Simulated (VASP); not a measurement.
# ZnS (P6_3mc) in VASP: phonons with r2SCAN

Aim: the phonons of ZnS with r2SCAN.

Program: VASP 6.6.1. These are calculated values, not measurements. Logs are shortened: lines on timing, memory, paths and dates and some standing lists are left out, and cuts for length are marked.

## Step 1: The cell of the first run

The structure is hexagonal, space group P6_3mc (No. 186). The conventional cell has a = 3.806 Å, b = 3.806 Å, c = 6.246 Å, α = 90.00°, β = 90.00°, γ = 120.00°. Zn (site symmetry 3m) has 4 S at 2.33 to 2.34 Å within 3.1 Å. Within 3.1 Å of S (site symmetry 3m) lie 4 Zn at 2.33 to 2.34 Å.

## Step 2: Phonons, r2SCAN

The input, INCAR:

```
PREC = Accurate ; ENCUT = 520
EDIFF = 1E-8 ; ISMEAR = 0
SIGMA = 0.01 ; LREAL = False
LASPH = True ; NELM = 60
ALGO = Normal ; ISIF = 2
LWAVE = False ; LCHARG = False
METAGGA = R2SCAN ; LMIXTAU = True
IBRION = 6 ; NFREE = 2
POTIM = 0.015 ; NSW = 1
```

The input, KPOINTS:

```
regular mesh
0
Gamma
  6 6 4
```

The input, POSCAR:

```
ZnS
1.0
    3.8062790722      0.0000000000      0.0000000000
   -1.9031395361      3.2963343704      0.0000000000
    0.0000000000      0.0000000000      6.2463562468
Zn S
2 2
Direct
    0.3333333333      0.6666666667      0.0053931040
    0.6666666667      0.3333333333      0.5053931040
    0.3333333333      0.6666666667      0.3796068960
    0.6666666667      0.3333333333      0.8796068960
```

Potentials or basis: VASP PAW PBE potentials, release 64 (Zn, S).

Run with:

```sh
cat potpaw_PBE.64/Zn/POTCAR potpaw_PBE.64/S/POTCAR > POTCAR
mpirun -np 1 vasp_std > vasp.out
```

OUTCAR:

```text
PREC = Accurate
   ENCUT = 520
   EDIFF = 1E-8
   ISMEAR = 0
   LREAL = False
   LASPH = True
   NELM = 60
   ISIF = 2
   METAGGA = R2SCAN
   IBRION = 6
   NFREE = 2
   POTIM = 0.015
   NSW = 1

 ion  position               nearest neighbor table
   1  0.333  0.667  0.005-   4 2.33   4 2.33   4 2.33   3 2.34
   2  0.667  0.333  0.505-   3 2.33   3 2.33   3 2.33   4 2.34
   3  0.333  0.667  0.380-   2 2.33   2 2.33   2 2.33   1 2.34
   4  0.667  0.333  0.880-   1 2.33   1 2.33   1 2.33   2 2.34

  LATTYP: Found a hexagonal cell.
 ALAT       =     3.8062790722
 C/A-ratio  =     1.6410662824

  Lattice vectors:

 A1 = (   3.8062790722,   0.0000000000,   0.0000000000)
 A2 = (  -1.9031395361,   3.2963343704,   0.0000000000)
 A3 = (   0.0000000000,   0.0000000000,   6.2463562468)

Analysis of symmetry for initial positions (statically):
=====================================================================
 Subroutine PRICEL returns:
 Original cell was already a primitive cell.

 Routine SETGRP: Setting up the symmetry group for a
 hexagonal supercell.

 Subroutine GETGRP returns: Found 12 space group operations
 (whereof  6 operations were pure point group operations)
 out of a pool of 24 trial point group operations.

The static configuration has the point symmetry C_3v.
 The point group associated with its full space group is C_6v.

Analysis of symmetry for dynamics (positions and initial velocities):
=====================================================================
 Subroutine PRICEL returns:
 Original cell was already a primitive cell.

 Routine SETGRP: Setting up the symmetry group for a
 hexagonal supercell.

 Subroutine GETGRP returns: Found 12 space group operations
 (whereof  6 operations were pure point group operations)
 out of a pool of 24 trial point group operations.

The dynamic configuration has the point symmetry C_3v.
 The point group associated with its full space group is C_6v.

 Subroutine INISYM returns: Found 12 space group operations
 (whereof  6 operations are pure point group operations),
 and found     1 'primitive' translations

----------------------------------------------------------------------------------------

                                     Primitive cell

  volume of cell :      78.3716

  direct lattice vectors                    reciprocal lattice vectors
     3.806279072  0.000000000  0.000000000     0.262723773  0.151683641  0.000000000
    -1.903139536  3.296334370  0.000000000     0.000000000  0.303367282  0.000000000
     0.000000000  0.000000000  6.246356247     0.000000000  0.000000000  0.160093334

  length of vectors
     3.806279072  3.806279072  6.246356247     0.303367282  0.303367282  0.160093334

  position of ions in fractional coordinates (direct lattice)
     0.333333333  0.666666667  0.005393104
     0.666666667  0.333333333  0.505393104
     0.333333333  0.666666667  0.379606896
     0.666666667  0.333333333  0.879606896

  ion indices of the primitive-cell ions
   primitive index   ion index
                 1           1
                 2           2
                 3           3
                 4           4

----------------------------------------------------------------------------------------

 KPOINTS: regular mesh

Automatic generation of k-mesh.
 Grid dimensions read from file:
 generate k-points for:    6    6    4
[... 40 lines left out ...]
  0.333333  0.166667  0.500000     12.000000
  0.333333  0.333333  0.500000      2.000000
   k-points           NKPTS =     21   k-points in BZ     NKDIM =     21   number of bands    NBANDS=     22
   number of dos      NEDOS =    301   number of ions     NIONS =      4
   total plane-waves  NPLWV =  37632
   dimension x,y,z NGX =    28 NGY =   28 NGZ =   48
   dimension x,y,z NGXF=    56 NGYF=   56 NGZF=   96
   ions per type =               2   2
   NGX,Y,Z   is equivalent  to a cutoff of  12.23, 12.23, 12.78 a.u.
   NGXF,Y,Z  is equivalent  to a cutoff of  24.46, 24.46, 25.55 a.u.
 SYSTEM =  unknown system
   PREC   = accura    normal or accurate (medium, high low for compatibility)
   ISTART =      0    job   : 0-new  1-cont  2-samecut
   ICHARG =      2    charge: 1-file 2-atom 10-const
   ISPIN  =      1    spin polarized calculation?
   LNONCOLLINEAR =      F non collinear calculations
   LSORBIT =      F    spin-orbit coupling
   LASPH  =      T    aspherical Exc in radial PAW
   ENCUT  =  520.0 eV  38.22 Ry    6.18 a.u.   7.08  7.08 11.61*2*pi/ulx,y,z
   NELM   =     60;   NELMIN=  2; NELMDL= -5     # of ELM steps
   EDIFF  = 0.1E-07   stopping-criterion for ELM
   LREAL  =      F    real-space projection
   EDIFFG = 0.1E-06   stopping-criterion for IOM
   NSW    =     85    number of steps for IOM
   IBRION =      6    ionic relax: 0-MD 1-quasi-New 2-CG
   NFREE  =      2    steps in history (QN), initial steepest desc. (CG)
   ISIF   =      2    stress and relaxation
   ISYM   =      2    0-nonsym 1-usesym 2-fastsym
   POTIM  = 0.0150    time-step for ionic-motion
   TEBEG  =    0.0;   TEEND  =   0.0 temperature during run
   PSTRESS=    0.0 pullay stress
   NELECT =      36.0000    total number of electrons
   NUPDOWN=      -1.0000    fix difference up-down
   EMIN   =  10.00;   EMAX   =-10.00  energy-range for DOS
   EFERMI =   0.00;   METHOD = LEGACY
   ISMEAR =     0;   SIGMA  =   0.01  broadening in eV -4-tet -1-fermi 0-gaus
   EFERMI_NEDOS =   21; number of points for ismear=-14 and -15
   IALGO  =     38    algorithm
   IMIX   =      4    mixing-type and parameters
     AMIX     =   0.40;   BMIX     =  1.00
     AMIX_MAG =   1.60;   BMIX_MAG =  1.00
  volume/ion in A,a.u.               =      19.59       132.22
  Fermi-wavevector in a.u.,A,eV,Ry     =   1.263153  2.387014 21.708867  1.595557
  Thomas-Fermi vector in A             =   2.396525
   LORBIT       =      0    0 simple, 1 ext, 2 COOP (PROOUT), +10 PAW based schemes
   METAGGA = R2SCAN    functional components
   LHFCALC =     F    Hartree Fock is set to
   AEXX    =    0.0000 exact exchange contribution
   IVDW    =     0    specifies the selected vdW correction
   LEPSILON=     F    determine dielectric tensor
   LRPA    =     F    only Hartree local field effects (RPA)
 finite differences with symmetry
 non-spin polarized calculation
 Gauss-broadening in eV      SIGMA  =   0.01
  energy-cutoff  :      520.00
  volume of cell :       78.37
 maximum number of plane-waves:      2130
   NGX = 15   NGY = 15   NGZ = 23

--------------------------------------- Ionic step        1  -------------------------------------------

 number of electron      35.9999993 magnetization

 Free energy of the ion-electron system (eV)
  ---------------------------------------------------
  ext. energy  EPLUGINS =         0.00000000
  ---------------------------------------------------
  free energy    TOTEN  =       -37.72121177 eV

  energy without entropy =      -37.72121177  energy(sigma->0) =      -37.72121177

------------------------ aborting loop because EDIFF is reached ----------------------------------------

  FORCE on cell =-STRESS in cart. coord.  units (eV):
  Direction    XX          YY          ZZ          XY          YZ          ZX
  --------------------------------------------------------------------------------------
  -------------------------------------------------------------------------------------
  Total        0.0262274      0.0262274     -0.0068661      0.0000000      0.0000000     -0.0000000
  in kB        0.5361762      0.5361762     -0.1403651      0.0000000      0.0000000     -0.0000000
  external PRESSURE =       0.3106624 kB  Pullay stress =       0.0000000 kB
[... 291 lines left out ...]
--------------------------------------- Ionic step        9  -------------------------------------------

 number of electron      35.9999994 magnetization

 Free energy of the ion-electron system (eV)
  ---------------------------------------------------
  ext. energy  EPLUGINS =         0.00000000
  ---------------------------------------------------
  free energy    TOTEN  =       -37.72011888 eV

  energy without entropy =      -37.72011888  energy(sigma->0) =      -37.72011888

 E-fermi :   2.0190     XC(G=0): -10.3115

 val. band max:        1.9201459257   @ k =   0.0000   0.0000   0.0000
 cond. band min:       4.7004921306   @ k =   0.0000   0.0000   0.0000
 fundamental gap:      2.7803462049
 Fermi energy:         2.0190285524

 k-point     1 :       0.0000    0.0000    0.0000
  band No.  band energies     occupation
      1     -11.8345      2.00000
      2     -10.8715      2.00000
      3      -4.6256      2.00000
      4      -4.6007      2.00000
      5      -4.6007      2.00000
      6      -4.5058      2.00000
[... 620 lines left out ...]
  FREE ENERGIE OF THE ION-ELECTRON SYSTEM (eV)
  ---------------------------------------------------
  free  energy   TOTEN  =       -37.7201188755 eV

  energy  without entropy=      -37.7201188755  energy(sigma->0) =      -37.72011888

 INTERNAL STRAIN TENSORS FROM DISPLACED ATOMS
 ============================================

 INTERNAL STRAIN TENSOR FOR ION    1 for displacements in x,y,z  (eV/Angst):
          X           Y           Z          XY          YZ          ZX
  --------------------------------------------------------------------------------
  x     0.00000    -0.00000    -0.00000    -4.43017     0.00000    -3.48869
  y    -4.43017     4.43017     0.00000    -0.00000    -3.48832     0.00000
  z    -3.33628    -3.33628     7.62420     0.00000     0.00000     0.00000

 INTERNAL STRAIN TENSOR FOR ION    4 for displacements in x,y,z  (eV/Angst):
          X           Y           Z          XY          YZ          ZX
  --------------------------------------------------------------------------------
  x     0.00000     0.00000    -0.00000     6.27224     0.00000     3.59975
  y     6.27224    -6.27224    -0.00000    -0.00000     3.59938    -0.00000
  z     3.44541     3.44541    -6.18188     0.00000    -0.00000     0.00000

 Eigenvectors and eigenvalues of the dynamical matrix
 ----------------------------------------------------

   1 f  =   10.175281 THz    63.933174 2PiTHz  339.410829 cm-1    42.081561 meV
             X         Y         Z           dx          dy          dz
     -0.000000  2.197556  0.033687     0.000000   -0.000000    0.109370
      1.903140  1.098778  3.156865     0.000000    0.000000   -0.109370
     -0.000000  2.197556  2.371160     0.000000   -0.000000   -0.698597
      1.903140  1.098778  5.494338    -0.000000    0.000000    0.698597
[... 71 lines left out ...]
  12 f/i=    0.125183 THz     0.786547 2PiTHz    4.175652 cm-1     0.517715 meV
             X         Y         Z           dx          dy          dz
     -0.000000  2.197556  0.033687    -0.573060    0.001149   -0.000000
      1.903140  1.098778  3.156865    -0.573060    0.001149   -0.000000
     -0.000000  2.197556  2.371160    -0.414247    0.000830   -0.000000
      1.903140  1.098778  5.494338    -0.414247    0.000830   -0.000000

 ELASTIC MODULI CONTR FROM IONIC RELAXATION (kBar)
 Direction    XX          YY          ZZ          XY          YZ          ZX
 --------------------------------------------------------------------------------
 XX        -305.8200    141.3698    167.3366     -0.0000     -0.0000     -0.0000
 YY         141.3698   -305.8200    167.3366      0.0000      0.0000      0.0000
 ZZ         167.3366    167.3366   -340.5474     -0.0000     -0.0000      0.0000
 XY          -0.0000      0.0000     -0.0000   -223.5949     -0.0000     -0.0000
 YZ          -0.0000     -0.0000     -0.0000     -0.0000    -82.8131     -0.0000
 ZX          -0.0000      0.0000      0.0000     -0.0000     -0.0000    -82.8302
 --------------------------------------------------------------------------------
```

It took 15 min on 1 thread of Intel Xeon 6975P-C (Granite Rapids), shared host; peak memory 0.37 GiB.

Results:

```yaml
Highest_phonon_frequency_at_Γ_LO-TO_splitting_left_out: 339 cm⁻¹
```

Phonon frequencies in cm⁻¹ (negative: imaginary):
```csv
q point,frequencies
"(0.000, 0.000, 0.000)",-4 -4 -1 88 88 195 269 278 278 283 283 339
```

Caveat: the PAW data sets were made with another functional, which shifts forces and pressure a little.
